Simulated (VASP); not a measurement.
Set up this calculation in VASP 6.6.1, as the native input.

```
Task                   : single point
Functional             : LDA
Potentials or basis    : VASP PAW LDA potentials, release 64 (Ga_d, As)
Cutoff                 : 500 eV
k mesh                 : 4 × 4 × 4
Occupations            : gaussian, width 0.1 eV
Spin                   : no spin polarisation
Dipole correction      : no
Further INCAR settings : ALGO = Normal; EDIFF = 1e-06; NBANDS = 16
```

The structure of GaAs lies in POSCAR:

```
GaAs
1.0
    0.0000000000      2.8750910496      2.8750910496
    2.8750910496      0.0000000000      2.8750910496
    2.8750910496      2.8750910496      0.0000000000
Ga As
1 1
Direct
    0.0000000000      0.0000000000      0.0000000000
    0.2500000000      0.2500000000      0.2500000000
```

The input as run:

INCAR

```
SYSTEM = GaAs
  PREC = Accurate
  ENCUT = 500
  EDIFF = 1E-6
  ISMEAR = 0
  SIGMA = 0.1
  LREAL = .False.
  LASPH = .True.
  NELM = 120
  ALGO = Normal
  ISIF = 2
  LWAVE = .False.
  LCHARG = .True.
  LELF = .True.
  LVHAR = .True.
  NBANDS = 16
  GGA_COMPAT = .False.
```

KPOINTS

```
regular mesh
0
Gamma
  4 4 4
  0 0 0
```

Potentials or basis: VASP PAW LDA potentials, release 64 (Ga_d, As).

Launch:

```console
$ cat potpaw_LDA.64/Ga_d/POTCAR potpaw_LDA.64/As/POTCAR > POTCAR
$ mpirun -np 1 vasp_std > vasp.out
```

Results of the run:

The pressure is -3.8 GPa and the band gap on the k mesh is zero (filled and empty bands touch).

Caveat: the k points lie up to 0.47 Å⁻¹ apart.

It took 4.4 s on 1 thread of AMD EPYC 9R45 96-Core Processor (Zen 5) (shared host), peak memory 0.11 GiB.
